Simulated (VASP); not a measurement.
Ti:

```xyz
3
Lattice="4.5674 0.0000 0.0000 -2.2837 3.9555 0.0000 0.0000 0.0000 2.8262" Properties=species:S:1:pos:R:3 pbc="T T T"
Ti    2.2837    1.3185    1.4131
Ti    0.0000    2.6370    1.4131
Ti    0.0000    0.0000    0.0000
```

This isn't the form of Ti at room conditions, which is hcp.

| Property | Result |
| --- | --- |
| Program | VASP 6.6.1 |
| Task | relaxation of cell and atoms |
| Functional | PBE |
| Dispersion | D3(BJ) |
| Potentials or basis | VASP PAW PBE potentials, release 64 (Ti_sv) |
| Cutoff | 600 eV |
| k mesh | 7 × 7 × 9 |
| Occupations | fermi-dirac, width 0.05 eV |
| Spin | no spin polarisation |

At the start: pressure -5.5 GPa; volume 17.02 Å³/atom.

Problem. How do energy, volume and symmetry change on relaxing?

Solution. Over 5 steps the energy falls by 14.6 meV/atom and the volume is 16.21 Å³/atom (-4.8 %); space group P6/mmm (No. 191, to 0.1 Å) before and after.

Step by step:
```
step  energy change (eV)  largest force (eV/Å)  pressure (GPa)  volume (Å³)
   1              0.0000                0.0000           -5.48        51.06
   2             -0.0192                0.0000            4.67        46.88
   3             -0.0436                0.0000           -0.02        48.61
   4             -0.0436                0.0000            0.10        48.56
   5             -0.0437                0.0000           -0.05        48.62
```

Final structure:
```
Ti
1.0
     4.49222    0.00000    0.00000
    -2.24611    3.89037    0.00000
     0.00000    0.00000    2.78231
Ti
3
Direct
  0.66667 0.33333 0.50000
  0.33333 0.66667 0.50000
  0.00000 0.00000 0.00000
```
